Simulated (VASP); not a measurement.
# SnCl (P6_3mc) in VASP: a series of runs, part 3 of 3

VASP 6.6.1. The steps go on from the part before.

## Step 5: Relaxation of cell and atoms, PBE

This run uses another cell than the first one, of 26.65 Å³/atom, 1.047 times its volume.

File INCAR:

```
PREC = Accurate
ENCUT = 600
EDIFF = 1E-7
ISMEAR = -1
SIGMA = 0.05
LREAL = False
LASPH = True
NELM = 80
ALGO = Normal
ISIF = 3
LWAVE = False
LCHARG = False
GGA = PE
IBRION = 2
NSW = 60
EDIFFG = -0.01
```

File KPOINTS:

```
regular mesh
0
Gamma
  9 9 3
```

File POSCAR:

```
SnCl
1.0
    3.4975457026      0.0000000000      0.0000000000
   -1.7487728513      3.0289634293      0.0000000000
    0.0000000000      0.0000000000     10.0622090000
Sn Cl
2 2
Direct
    0.6666666667      0.3333333333      0.8205100000
    0.3333333333      0.6666666667      0.3205100000
    0.6666666667      0.3333333333      0.5544910000
    0.3333333333      0.6666666667      0.0544910000
```

On the command line:

```
cat potpaw_PBE.64/Sn_d/POTCAR potpaw_PBE.64/Cl/POTCAR > POTCAR
mpirun -np 1 vasp_std > vasp.out
```

It took 8.1 min on 1 thread of Intel Xeon 6975P-C (Granite Rapids), shared host; peak memory 0.28 GiB.

Results (log left out):

```yaml
Free_energy: -13.4351 eV
Relaxed_volume: 27.07 Å³/atom
Relaxed_cell: a = 3.492 Å, b = 3.492 Å, c = 10.255 Å, α = 90.00°, β = 90.00°, γ = 120.00°
Space_group_after_relaxing_to_0.05_Å: P6_3mc (No. 186)
Energy_gained_by_relaxing: 6.1 meV/atom
Ionic_steps: 20
Pressure_after_relaxing: 0.0 GPa
Largest_force_after_relaxing: 0.008 eV/Å
Band_gap_on_the_k_mesh: zero (band 21 reaches 7.06 eV, above the bottom of band 22 at 3.37 eV)
```

Forces in eV/Å, atoms in the order of the input:
```
Sn   0.000  0.000 -0.008
Sn   0.000  0.000 -0.008
Cl   0.000  0.000  0.008
Cl   0.000  0.000  0.008
```

Stress tensor (GPa, compression positive):
```
 0.05  0.00  0.00
 0.00  0.05  0.00
 0.00  0.00 -0.03
```

Step by step:
```csv
step,energy change (eV),largest force (eV/Å),pressure (GPa),volume (Å³)
1,0.0000,0.1027,-0.21,106.60
2,-0.0022,0.0946,0.06,106.05
3,-0.0029,0.0839,0.31,105.57
4,-0.0043,0.0806,0.32,105.55
5,-0.0079,0.0703,0.35,105.50
6,-0.0134,0.0440,0.48,105.39
7,-0.0153,0.0596,1.01,105.17
8,-0.0164,0.0033,0.74,105.26
9,-0.0207,0.0295,0.30,106.34
10,-0.0216,0.0549,0.00,107.11
11,-0.0231,0.0413,-0.04,107.66
12,-0.0239,0.0198,-0.07,108.37
13,-0.0239,0.0160,-0.08,108.48
14,-0.0241,0.0094,-0.03,108.41
15,-0.0242,0.0011,0.05,108.29
16,-0.0243,0.0043,0.02,108.30
17,-0.0244,0.0152,-0.02,108.32
18,-0.0244,0.0130,-0.01,108.31
19,-0.0244,0.0109,0.01,108.30
20,-0.0245,0.0082,0.02,108.29
```

Final structure:
```cif
data_structure
_symmetry_space_group_name_H-M 'P 1'
_symmetry_Int_Tables_number 1
_cell_length_a 3.4919
_cell_length_b 3.4919
_cell_length_c 10.2550
_cell_angle_alpha 90.000
_cell_angle_beta 90.000
_cell_angle_gamma 120.000
_cell_volume 108.29
loop_
_atom_site_label
_atom_site_type_symbol
_atom_site_fract_x
_atom_site_fract_y
_atom_site_fract_z
_atom_site_occupancy
Sn1 Sn 0.66667 0.33333 0.81032 1
Sn2 Sn 0.33333 0.66667 0.31032 1
Cl1 Cl 0.66667 0.33333 0.56468 1
Cl2 Cl 0.33333 0.66667 0.06468 1
```

Levels at points of the mesh, in eV from the Fermi level:
| k point | band 17 | band 18 | band 19 | band 20 | band 21 | band 22 | band 23 | band 24 |
| --- | --- | --- | --- | --- | --- | --- | --- | --- |
| (0.00, 0.00, 0.00) | -1.36 | -1.36 | -1.31 | -1.31 | 1.05 | 4.41 | 6.27 | 6.27 |

Caveat: spin-orbit coupling is left out, which moves the levels of the heavy elements.

## Step 6: Relaxation of cell and atoms, PBE+D3(BJ)

This run uses another cell than the first one, of 26.65 Å³/atom, 1.047 times its volume.

File INCAR:

```
SYSTEM = SnCl
  PREC = Accurate
  ENCUT = 600
  EDIFF = 1E-6
  ISMEAR = -1
  SIGMA = 0.05
  LREAL = .FALSE.
  LASPH = .TRUE.
  NELM = 80
  ALGO = Normal
  ISIF = 3
  LWAVE = .FALSE.
  LCHARG = .FALSE.
  GGA = PE
  IVDW = 12
  IBRION = 2
  NSW = 60
  EDIFFG = -0.01
```

File KPOINTS:

```
Automatic mesh
0
G
  9 9 3
  0 0 0
```

POSCAR is that of step 5.

Potentials or basis: VASP PAW PBE potentials, release 64 (Sn_d, Cl).

On the command line:

```
cat potpaw_PBE.64/Sn_d/POTCAR potpaw_PBE.64/Cl/POTCAR > POTCAR
mpirun -np 1 vasp_std > vasp.out
```

Run time: 5 min. Hardware: 1 thread of Intel Xeon 6975P-C (Granite Rapids), shared host; peak memory 0.28 GiB.

It converged, with:

```yaml
Free_energy: -14.5570 eV
Relaxed_volume: 25.34 Å³/atom
Relaxed_cell: a = 3.414 Å, b = 3.414 Å, c = 10.042 Å, α = 90.00°, β = 90.00°, γ = 120.00°
Space_group_after_relaxing_to_0.05_Å: P6_3mc (No. 186)
Energy_gained_by_relaxing: 12.2 meV/atom
Ionic_steps: 14
Pressure_after_relaxing: 0.0 GPa
Band_gap_on_the_k_mesh: zero (band 21 reaches 7.81 eV, above the bottom of band 22 at 4.11 eV)
Dispersion_energy_per_atom: -0.290 eV
```

Step by step:
```
step  energy change (eV)  largest force (eV/Å)  pressure (GPa)  volume (Å³)
   1              0.0000                0.1179           -1.92       106.60
   2             -0.0323                0.0678           -0.02       101.76
   3             -0.0323                0.0675           -0.01       101.74
   4             -0.0418                0.0703            0.07       100.54
   5             -0.0421                0.0709            0.10       100.25
   6             -0.0433                0.0662            0.05       100.44
   7             -0.0458                0.0535           -0.13       101.02
   8             -0.0475                0.0267           -0.37       102.17
   9             -0.0482                0.0063           -0.19       101.94
  10             -0.0483                0.0016           -0.14       101.86
  11             -0.0482                0.0183            0.01       101.70
  12             -0.0483                0.0040           -0.13       101.83
  13             -0.0486                0.0034           -0.09       101.66
  14             -0.0488                0.0013           -0.02       101.35
```

Final structure:
```xyz
4
Lattice="3.4137 0.0000 0.0000 -1.7069 2.9564 0.0000 0.0000 0.0000 10.0424" Properties=species:S:1:pos:R:3 pbc="T T T"
Sn    1.7069    0.9855    8.1829
Sn    0.0000    1.9709    3.1618
Cl    1.7069    0.9855    5.6253
Cl    0.0000    1.9709    0.6041
```

Levels at points of the mesh, in eV from the Fermi level:
```
           k point  band 18  band 19  band 20  band 21  band 22  band 23
(0.00, 0.00, 0.00)    -1.39    -1.33    -1.33     0.92     4.50     6.66
```

Caveat: spin-orbit coupling is left out, which moves the levels of the heavy elements; pairwise dispersion overbinds metals, which lowers pressure and volume.

## Step 7: Relaxation of cell and atoms, PBE+D4

This run uses another cell than the first one, of 26.65 Å³/atom, 1.047 times its volume.

File INCAR:

```
PREC     = Accurate       # precision mode
ENCUT    = 600            # plane-wave cutoff, eV
EDIFF    = 1E-7           # SCF threshold, eV
ISMEAR   = -1             # smearing method
SIGMA    = 0.05           # smearing width, eV
LREAL    = F              # projectors in reciprocal space
LASPH    = T              # aspherical terms in the spheres
NELM     = 100            # most SCF steps
ALGO     = Normal         # electronic algorithm
ISIF     = 3              # what is computed and relaxed
LWAVE    = F              # write WAVECAR
LCHARG   = F              # write CHGCAR
GGA      = PE             # functional
IVDW     = 13             # dispersion correction
IBRION   = 2              # ionic algorithm
NSW      = 60             # ionic steps
EDIFFG   = -0.01          # ionic threshold
```

File KPOINTS:

```
regular mesh
0
Gamma
  9 9 3
```

POSCAR is that of step 6.

On the command line:

```
cat potpaw_PBE.64/Sn_d/POTCAR potpaw_PBE.64/Cl/POTCAR > POTCAR
mpirun -np 1 vasp_std > vasp.out
```

Run time: 7.4 min. Hardware: 1 thread of Intel Xeon 6975P-C (Granite Rapids), shared host; peak memory 0.29 GiB.

Results (log left out):

```
Free energy                            : -14.6496 eV
Relaxed volume                         : 25.33 Å³/atom
Relaxed cell                           : a = 3.413 Å, b = 3.413 Å, c = 10.042 Å, α = 90.00°, β = 90.00°, γ = 120.00°
Space group after relaxing (to 0.05 Å) : P6_3mc (No. 186)
Energy gained by relaxing              : 11.7 meV/atom
Ionic steps                            : 15
Pressure after relaxing                : 0.0 GPa
Band gap on the k mesh                 : zero (band 21 reaches 7.81 eV, above the bottom of band 22 at 4.11 eV)
Dispersion energy per atom             : -0.313 eV
```

The path:
| step | energy change (eV) | largest force (eV/Å) | pressure (GPa) | volume (Å³) |
| --- | --- | --- | --- | --- |
| 1 | 0.0000 | 0.1603 | -1.22 | 106.60 |
| 2 | -0.0235 | 0.0819 | -0.62 | 103.50 |
| 3 | -0.0249 | 0.0671 | -0.31 | 102.81 |
| 4 | -0.0379 | 0.0480 | 0.35 | 100.47 |
| 5 | -0.0388 | 0.0426 | 0.56 | 99.78 |
| 6 | -0.0415 | 0.0720 | -0.18 | 100.76 |
| 7 | -0.0420 | 0.0636 | 0.04 | 100.47 |
| 8 | -0.0429 | 0.0588 | 0.00 | 100.64 |
| 9 | -0.0447 | 0.0430 | -0.09 | 101.15 |
| 10 | -0.0449 | 0.0011 | -0.19 | 102.19 |
| 11 | -0.0454 | 0.0222 | -0.16 | 101.71 |
| 12 | -0.0461 | 0.0160 | -0.12 | 101.60 |
| 13 | -0.0468 | 0.0055 | -0.04 | 101.43 |
| 14 | -0.0463 | 0.0185 | 0.15 | 101.07 |
| 15 | -0.0469 | 0.0013 | 0.01 | 101.33 |

Final structure:
```xyz
4
Lattice="3.4133 0.0000 0.0000 -1.7067 2.9560 0.0000 0.0000 0.0000 10.0423" Properties=species:S:1:pos:R:3 pbc="T T T"
Sn    1.7067    0.9853    8.1815
Sn    0.0000    1.9707    3.1603
Cl    1.7067    0.9853    5.6268
Cl    0.0000    1.9707    0.6056
```

Levels at points of the mesh, in eV from the Fermi level:
```csv
k point,band 16,band 17,band 18,band 19,band 20,band 21,band 22,band 23,band 24,band 25
"(0.00, 0.00, 0.00)",-1.81,-1.39,-1.39,-1.33,-1.33,0.92,4.51,6.66,6.66,7.02
```

Caveat: spin-orbit coupling is left out, which moves the levels of the heavy elements; pairwise dispersion overbinds metals, which lowers pressure and volume.

## Step 8: The runs side by side

| task | level | cell | cutoff (eV) | gap on the mesh (eV) | pressure (GPa) | relaxed volume (Å³/atom) | largest force (eV/Å) |
| --- | --- | --- | --- | --- | --- | --- | --- |
| single point | PBE+D3(BJ) | a = 3.421, b = 3.421, c = 10.047 Å, angles 90.0, 90.0, 120.0°, 4 atoms | 520 | none | -0.2 | - | 0.01 |
| single point | PBE+D3(BJ) | a = 3.498, b = 3.498, c = 10.062 Å, angles 90.0, 90.0, 120.0°, 4 atoms | 520 | none | -2.0 | - | 0.12 |
| single point | PBE | a = 3.497, b = 3.497, c = 10.250 Å, angles 90.0, 90.0, 120.0°, 4 atoms | 520 | none | -0.1 | - | 0.01 |
| relaxation of cell and atoms | PBE | relaxed from a = 3.498, b = 3.498, c = 10.062 Å, angles 90.0, 90.0, 120.0°, 4 atoms | 600 | none | 0.0 | 27.07 | 0.01 |
| relaxation of cell and atoms | PBE+D3(BJ) | relaxed from a = 3.498, b = 3.498, c = 10.062 Å, angles 90.0, 90.0, 120.0°, 4 atoms | 600 | none | 0.0 | 25.34 | - |
| relaxation of cell and atoms | PBE+D4 | relaxed from a = 3.498, b = 3.498, c = 10.062 Å, angles 90.0, 90.0, 120.0°, 4 atoms | 600 | none | 0.0 | 25.33 | - |

Alike in all rows: potentials or basis VASP PAW PBE potentials, release 64 (Sn_d, Cl); no spin polarisation; k mesh 9 × 9 × 3; smearing fermi-dirac 0.05 eV.

Caveats: spin-orbit coupling is left out, which moves the levels of the heavy elements; pairwise dispersion overbinds metals, which lowers pressure and volume (some runs); three body term missing (some runs).

Absolute energies hang on the potentials; compare differences alone.
